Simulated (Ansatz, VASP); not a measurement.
## Two plane-wave programs on Mg3Sn2Ir

INCAR

```
  PREC = Accurate
  ENCUT = 520
  EDIFF = 1E-6
  ISMEAR = 0
  SIGMA = 0.1
  LREAL = F
  LASPH = T
  NELM = 100
  ALGO = Fast
  ISIF = 2
  LWAVE = F
  LCHARG = F
  GGA = PE
  NBANDS = 30
```

The input KPOINTS:

```
Automatic mesh
0
Gamma
  6 6 2
```

File POSCAR:

```
Mg3Sn2Ir
1.0
    3.6311482900      0.0000000000      0.0000000000
    0.0000000000      3.6311482900      0.0000000000
    0.0000000000      0.0000000000     10.8934448800
Mg Sn Ir
3 2 1
Direct
    0.0000000000      0.0000000000      0.8333333300
    0.0000000000      0.0000000000      0.1666666700
    0.0000000000      0.0000000000      0.5000000000
    0.5000000000      0.5000000000      0.3333333300
    0.5000000000      0.5000000000      0.6666666700
    0.5000000000      0.5000000000      0.0000000000
```

Input for Ansatz:

```yaml
crystal:
  lattice:
    - [3.63114829, 0.0, 0.0]
    - [0.0, 3.63114829, 0.0]
    - [0.0, 0.0, 10.89344488]
  atoms:
    - { symbol: Mg, position: [0.0, 0.0, 0.83333333] }
    - { symbol: Mg, position: [0.0, 0.0, 0.16666667] }
    - { symbol: Mg, position: [0.0, 0.0, 0.5] }
    - { symbol: Sn, position: [0.5, 0.5, 0.33333333] }
    - { symbol: Sn, position: [0.5, 0.5, 0.66666667] }
    - { symbol: Ir, position: [0.5, 0.5, 0.0] }
basis:
  ecutwfc: 420
kpoints:
  mp_grid: { grid: [6, 6, 2] }
hamiltonian:
  xc: pbe
scf:
  occupations: { method: gaussian, width: 0.1 }
  lower_state_search: "off"
output:
  forces: true
  stress: true
  eigenvalues: true
```

Alike in both runs: task single point; functional PBE; k mesh 6 × 6 × 2; occupations gaussian, width 0.1 eV; no spin polarisation.

|  | VASP | Ansatz |
| --- | --- | --- |
| version | VASP 6.6.1 | Ansatz 0.2.0 |
| potentials or method | VASP PAW PBE potentials, release 64 (Mg, Sn_d, Ir), cutoff 520 eV | scalar-relativistic, plane waves, PAW |
| valence electrons in the cell | 43 | 75 |

```csv
,VASP,Ansatz,Ansatz less VASP
gap on the k mesh at the Fermi level (eV),none,none,-
pressure (GPa),-8.1,-8.0,+0.11
"traceless stress, the component that is largest in VASP (GPa)",-0.48,-0.46,+0.026
rms of the force components (eV/Å),0.640,0.641,+0.0009
```

Atom by atom the forces differ by 0.002 eV/Å (rms over components). A gap of «none» marks a metal or a gap that the smearing closes. VASP's potentials hold 43 valence electrons a cell and Ansatz's 75, so a difference there can come from the potentials and not from the codes.

Neither program's run includes spin-orbit coupling.
